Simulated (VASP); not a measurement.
# Ta4C3 (P1) in VASP: single point with PBEsol

Aim: the single point of Ta4C3 with PBEsol.

Everything below comes from runs of VASP 6.6.1. Logs are shortened: lines on timing, memory, paths and dates and some standing lists are left out, and cuts for length are marked.

## Step 1: The cell of the first run

The typed cell holds 7 atoms: a = 3.103 Å, b = 3.103 Å, c = 10.246 Å, α = 96.96°, β = 95.21°, γ = 60.00°.

## Step 2: Single point, PBEsol (the part above a cut slid along it)

Contents of INCAR:

```
SYSTEM = Ta4C3
  PREC = Accurate
  ENCUT = 520
  EDIFF = 1E-6
  ISMEAR = 0
  SIGMA = 0.15
  LREAL = .FALSE.
  LASPH = .TRUE.
  NELM = 80
  ALGO = Normal
  ISIF = 2
  LWAVE = .FALSE.
  LCHARG = .FALSE.
  GGA = PS
  NBANDS = 37
```

Contents of KPOINTS:

```
Automatic mesh
0
G
  14 14 4
  0 0 0
```

Contents of POSCAR:

```
Ta4C3
1.0
   -3.1032734570      0.0000000000      0.0000000000
   -1.5516367285     -2.6875136487      0.0000000000
    0.9309820371      0.8958378829     10.1645109918
Ta C
4 3
Direct
    0.3354988825      0.3733722062      0.1893666186
    0.4359346402      0.6244616004      0.9426348013
    0.0699972385      0.2096180962      0.6981042887
    0.7039089751      0.7943974378      0.4524423133
    0.3871874021      0.5025935053      0.5770305159
    0.9845568301      0.9960170753      0.0573012258
    0.0199660355      0.0845400888      0.3228702664
```

Potentials or basis: VASP PAW PBE potentials, release 64 (Ta_pv, C).

Started as:

```
$ cat potpaw_PBE.64/Ta_pv/POTCAR potpaw_PBE.64/C/POTCAR > POTCAR
$ mpirun -np 1 vasp_std > vasp.out
```

OUTCAR:

```text
SYSTEM = Ta4C3
   PREC = Accurate
   ENCUT = 520
   EDIFF = 1E-6
   ISMEAR = 0
   LREAL = .FALSE.
   LASPH = .TRUE.
   NELM = 80
   ISIF = 2
   GGA = PS

 ion  position               nearest neighbor table
   1  0.335  0.373  0.189-   6 2.24   6 2.24   6 2.24   7 2.25   7 2.25   7 2.25   2 2.82   2 3.14
                             4 3.22   4 3.22   4 3.22   2 3.44
   2  0.436  0.624  0.943-   6 1.74   6 2.23   6 2.62   1 2.82   3 3.06   3 3.06   3 3.06   1 3.14
                             1 3.44
   3  0.070  0.210  0.698-   5 2.17   5 2.17   5 2.17   2 3.06   2 3.06   2 3.06   4 3.07   4 3.07
                             4 3.07
   4  0.704  0.794  0.452-   5 2.19   5 2.19   5 2.19   7 2.22   7 2.22   7 2.22   3 3.07   3 3.07
                             3 3.07   1 3.22   1 3.22   1 3.22
   5  0.387  0.503  0.577-   3 2.17   3 2.17   3 2.17   4 2.19   4 2.19   4 2.19
   6  0.985  0.996  0.057-   2 1.74   2 2.23   1 2.24   1 2.24   1 2.24   2 2.62
   7  0.020  0.085  0.323-   4 2.22   4 2.22   4 2.22   1 2.25   1 2.25   1 2.25

  LATTYP: Found a triclinic cell.
 ALAT       =     3.1032734570
 B/A-ratio  =     1.0000000000
 C/A-ratio  =     3.5357717917
 COS(alpha) =     0.0282823683
 COS(beta)  =     0.3393884195
 COS(gamma) =     0.5000000000

  Lattice vectors:

 A1 = (   3.1032734570,   0.0000000000,   0.0000000000)
 A2 = (   1.5516367285,  -2.6875136487,   0.0000000000)
 A3 = (   3.7239281484,   1.7916757658, -10.1645109918)

Analysis of symmetry for initial positions (statically):
=====================================================================
 Subroutine PRICEL returns:
 Original cell was already a primitive cell.

 Routine SETGRP: Setting up the symmetry group for a
 triclinic supercell.

 Subroutine GETGRP returns: Found  1 space group operations
 (whereof  1 operations were pure point group operations)
 out of a pool of  2 trial point group operations.

The static configuration has the point symmetry C_1 .

Analysis of symmetry for dynamics (positions and initial velocities):
=====================================================================
 Subroutine PRICEL returns:
 Original cell was already a primitive cell.

 Routine SETGRP: Setting up the symmetry group for a
 triclinic supercell.

 Subroutine GETGRP returns: Found  1 space group operations
 (whereof  1 operations were pure point group operations)
 out of a pool of  2 trial point group operations.

The dynamic configuration has the point symmetry C_1 .

 Subroutine INISYM returns: Found  1 space group operations
 (whereof  1 operations are pure point group operations),
 and found     1 'primitive' translations

----------------------------------------------------------------------------------------

                                     Primitive cell

  volume of cell :      84.7729

  direct lattice vectors                    reciprocal lattice vectors
    -3.103273457  0.000000000  0.000000000    -0.322240374  0.186045567  0.013117535
    -1.551636728 -2.687513649  0.000000000     0.000000000 -0.372091134  0.032793839
     0.930982037  0.895837883 10.164510992     0.000000000  0.000000000  0.098381516

  length of vectors
     3.103273457  3.103273457 10.246293806     0.372322282  0.373533462  0.098381516

  position of ions in fractional coordinates (direct lattice)
     0.335498882  0.373372206  0.189366619
     0.435934640  0.624461600  0.942634801
     0.069997239  0.209618096  0.698104289
     0.703908975  0.794397438  0.452442313
     0.387187402  0.502593505  0.577030516
     0.984556830  0.996017075  0.057301226
     0.019966035  0.084540089  0.322870266

  ion indices of the primitive-cell ions
   primitive index   ion index
                 1           1
                 2           2
                 3           3
                 4           4
                 5           5
                 6           6
                 7           7

----------------------------------------------------------------------------------------

 KPOINTS: Automatic mesh

Automatic generation of k-mesh.
 Grid dimensions read from file:
 generate k-points for:   14   14    4

 Generating k-lattice:

  Cartesian coordinates                     Fractional coordinates (reciprocal lattice)
    -0.023017170  0.013288969  0.000936967     0.071428571  0.000000000 -0.000000000
     0.000000000 -0.026577938  0.002342417     0.000000000  0.071428571  0.000000000
     0.000000000  0.000000000  0.024595379     0.000000000  0.000000000  0.250000000

  Length of vectors
     0.026594449  0.026680962  0.024595379

  Shift w.r.t. Gamma in fractional coordinates (k-lattice)
     0.000000000  0.000000000  0.000000000

 Subroutine IBZKPT returns following result:
 ===========================================

 Found    396 irreducible k-points:

 Following reciprocal coordinates:
            Coordinates               Weight
  0.000000  0.000000  0.000000      1.000000
  0.071429  0.000000 -0.000000      2.000000
  0.142857  0.000000  0.000000      2.000000
  0.214286 -0.000000  0.000000      2.000000
  0.285714  0.000000 -0.000000      2.000000
  0.357143  0.000000 -0.000000      2.000000
[... 16 lines left out ...]
  0.000000  0.142857  0.000000      2.000000
  0.071429  0.142857  0.000000      2.000000
 [... further k-points ...]
   k-points           NKPTS =    396   k-points in BZ     NKDIM =    396   number of bands    NBANDS=     37
   number of dos      NEDOS =    301   number of ions     NIONS =      7
   total plane-waves  NPLWV =  46080
   dimension x,y,z NGX =    24 NGY =   24 NGZ =   80
   dimension x,y,z NGXF=    48 NGYF=   48 NGZF=  160
   ions per type =               4   3
   NGX,Y,Z   is equivalent  to a cutoff of  12.86, 12.86, 12.98 a.u.
   NGXF,Y,Z  is equivalent  to a cutoff of  25.71, 25.71, 25.96 a.u.
 SYSTEM =  Ta4C3
   PREC   = accura    normal or accurate (medium, high low for compatibility)
   ISTART =      0    job   : 0-new  1-cont  2-samecut
   ICHARG =      2    charge: 1-file 2-atom 10-const
   ISPIN  =      1    spin polarized calculation?
   LNONCOLLINEAR =      F non collinear calculations
   LSORBIT =      F    spin-orbit coupling
   LASPH  =      T    aspherical Exc in radial PAW
   ENCUT  =  520.0 eV  38.22 Ry    6.18 a.u.   5.77  5.77 19.05*2*pi/ulx,y,z
   NELM   =     80;   NELMIN=  2; NELMDL= -5     # of ELM steps
   EDIFF  = 0.1E-05   stopping-criterion for ELM
   LREAL  =      F    real-space projection
   EDIFFG = 0.1E-04   stopping-criterion for IOM
   NSW    =      0    number of steps for IOM
   IBRION =     -1    ionic relax: 0-MD 1-quasi-New 2-CG
   NFREE  =      0    steps in history (QN), initial steepest desc. (CG)
   ISIF   =      2    stress and relaxation
   ISYM   =      2    0-nonsym 1-usesym 2-fastsym
   POTIM  = 0.5000    time-step for ionic-motion
   TEBEG  =    0.0;   TEEND  =   0.0 temperature during run
   PSTRESS=    0.0 pullay stress
   NELECT =      56.0000    total number of electrons
   NUPDOWN=      -1.0000    fix difference up-down
   EMIN   =  10.00;   EMAX   =-10.00  energy-range for DOS
   EFERMI =   0.00;   METHOD = LEGACY
   ISMEAR =     0;   SIGMA  =   0.15  broadening in eV -4-tet -1-fermi 0-gaus
   EFERMI_NEDOS =   21; number of points for ismear=-14 and -15
   IALGO  =     38    algorithm
   IMIX   =      4    mixing-type and parameters
     AMIX     =   0.40;   BMIX     =  1.00
     AMIX_MAG =   1.60;   BMIX_MAG =  1.00
  volume/ion in A,a.u.               =      12.11        81.73
  Fermi-wavevector in a.u.,A,eV,Ry     =   1.425778  2.694329 27.658489  2.032842
  Thomas-Fermi vector in A             =   2.546125
   LORBIT       =      0    0 simple, 1 ext, 2 COOP (PROOUT), +10 PAW based schemes
   GGA     = PS    functional components
   LHFCALC =     F    Hartree Fock is set to
   AEXX    =    0.0000 exact exchange contribution
   IVDW    =     0    specifies the selected vdW correction
   LEPSILON=     F    determine dielectric tensor
   LRPA    =     F    only Hartree local field effects (RPA)
 non-spin polarized calculation
 Gauss-broadening in eV      SIGMA  =   0.15
  energy-cutoff  :      520.00
  volume of cell :       84.77
 maximum number of plane-waves:      2302
   NGX = 11   NGY = 11   NGZ = 37

 number of electron      56.0000003 magnetization

 Free energy of the ion-electron system (eV)
  ---------------------------------------------------
  ext. energy  EPLUGINS =         0.00000000
  ---------------------------------------------------
  free energy    TOTEN  =       -81.47094973 eV

  energy without entropy =      -81.44960997  energy(sigma->0) =      -81.46027985

 E-fermi :   7.2488     XC(G=0): -13.1229

 val. band max:        7.2487556894   @ k =   0.1429   0.2143  -0.0000
 cond. band min:       7.2495672228   @ k =  -0.2857   0.4286   0.2500
 fundamental gap:      0.0008115334
 Fermi energy:         7.2488097431

 k-point     1 :       0.0000    0.0000    0.0000
  band No.  band energies     occupation
      1     -28.0106      2.00000
      2     -27.6282      2.00000
      3     -27.5078      2.00000
      4     -27.5018      2.00000
      5     -27.2263      2.00000
      6     -27.1632      2.00000
[... 29 lines left out ...]
     36       9.6895      0.00000
     37      10.3737      0.00000

 k-point     2 :       0.0714    0.0000   -0.0000
  band No.  band energies     occupation
      1     -28.0009      2.00000
      2     -27.6284      2.00000
      3     -27.5361      2.00000
      4     -27.5141      2.00000
      5     -27.2325      2.00000
      6     -27.1688      2.00000
[... 29 lines left out ...]
     36      10.0019      0.00000
     37      10.5226      0.00000

 k-point     3 :       0.1429    0.0000    0.0000
  band No.  band energies     occupation
      1     -27.9737      2.00000
      2     -27.6571      2.00000
      3     -27.5984      2.00000
      4     -27.5356      2.00000
      5     -27.2737      2.00000
      6     -27.2270      2.00000
[... 29 lines left out ...]
     36      10.3698      0.00000
     37      10.7992      0.00000

 k-point     4 :       0.2143   -0.0000    0.0000
  band No.  band energies     occupation
      1     -27.9349      2.00000
      2     -27.7780      2.00000
      3     -27.6078      2.00000
      4     -27.5662      2.00000
      5     -27.3878      2.00000
      6     -27.2617      2.00000
[... 29 lines left out ...]
     36      10.5477      0.00000
     37      10.9403      0.00000
[... 683 lines left out ...]
      1     -27.9819      2.00000
      2     -27.6394      2.00000
      3     -27.5840      2.00000
      4     -27.5311      2.00000
      5     -27.2616      2.00000
      6     -27.2126      2.00000
[... 29 lines left out ...]
     36      10.3220      0.00000
     37      10.6657      0.00000

 k-point    23 :       0.0000    0.1429    0.0000
  band No.  band energies     occupation
      1     -27.9719      2.00000
      2     -27.6577      2.00000
      3     -27.5957      2.00000
      4     -27.5347      2.00000
      5     -27.3240      2.00000
      6     -27.1872      2.00000
[... 29 lines left out ...]
     36      10.4173      0.00000
     37      10.6075      0.00000

 k-point    24 :       0.0714    0.1429    0.0000
  band No.  band energies     occupation
      1     -27.9807      2.00000
      2     -27.6391      2.00000
      3     -27.5860      2.00000
      4     -27.5260      2.00000
      5     -27.3181      2.00000
      6     -27.1597      2.00000
[... 29 lines left out ...]
     36      10.1198      0.00000
     37      10.7473      0.00000

 [... further k-points ...]
[... 5 lines left out ...]
  --------------------------------------------------------------------------------------
  -------------------------------------------------------------------------------------
  Total        5.3728281      3.4563440      8.8126564     -3.8703216     -4.7942728      8.6368476
  in kB      101.5444786     65.3236321    166.5559707    -73.1476563    -90.6099964    163.2332485
  external PRESSURE =     111.1413605 kB  Pullay stress =       0.0000000 kB

 VOLUME and BASIS-vectors are now :
 -----------------------------------------------------------------------------
  energy-cutoff  :      520.00
  volume of cell :       84.77
      direct lattice vectors                 reciprocal lattice vectors
    -3.103273457  0.000000000  0.000000000    -0.322240374  0.186045567  0.013117535
    -1.551636728 -2.687513649  0.000000000     0.000000000 -0.372091134  0.032793839
     0.930982037  0.895837883 10.164510992     0.000000000  0.000000000  0.098381516

 POSITION                                       TOTAL-FORCE (eV/Angst)
 -----------------------------------------------------------------------------------
     -1.44419     -0.83380      1.92482         0.088828     -0.145817      1.551187
     -1.44419     -0.83380      9.58142        -6.697425      4.357855     -6.648772
      0.10745      0.06204      7.09589        -0.352374     -0.011759      0.011956
     -2.99582     -1.72964      4.59885         0.038443      0.016012     -0.095484
     -1.44419     -0.83380      5.86523         0.055551     -0.005916      0.103874
     -4.54746     -2.62548      0.58244         6.851117     -4.267900      5.235700
      0.10745      0.06204      3.28182         0.015860      0.057525     -0.158461
 -----------------------------------------------------------------------------------
    total drift:                               -0.000220      0.000110     -0.000572

  FREE ENERGIE OF THE ION-ELECTRON SYSTEM (eV)
  ---------------------------------------------------
  free  energy   TOTEN  =       -81.4709497288 eV

  energy  without entropy=      -81.4496099673  energy(sigma->0) =      -81.46027985
```

Run time: 13 min. Hardware: 1 thread of AMD EPYC 9R45 (Zen 5), shared host; peak memory 0.89 GiB.

What came out:

```yaml
Free_energy: -81.4709 eV
Pressure: 11.1 GPa
Largest_force: 10.395 eV/Å
Band_gap_on_the_k_mesh: zero (bands 28 and 29 overlap by 0.63 eV)
```

Forces in eV/Å, atoms in the order of the input:
```
Ta   0.089 -0.146  1.551
Ta  -6.697  4.358 -6.649
Ta  -0.352 -0.012  0.012
Ta   0.038  0.016 -0.095
C    0.056 -0.006  0.104
C    6.851 -4.268  5.236
C    0.016  0.058 -0.158
```

Caveat: the cell differs from its parent crystal (the part above a cut slid along it); the stress differs along the axes, from 7 to 17 GPa; the PAW data sets were made with another functional, which shifts forces and pressure a little; spin-orbit coupling is left out, which moves the levels of the heavy elements.
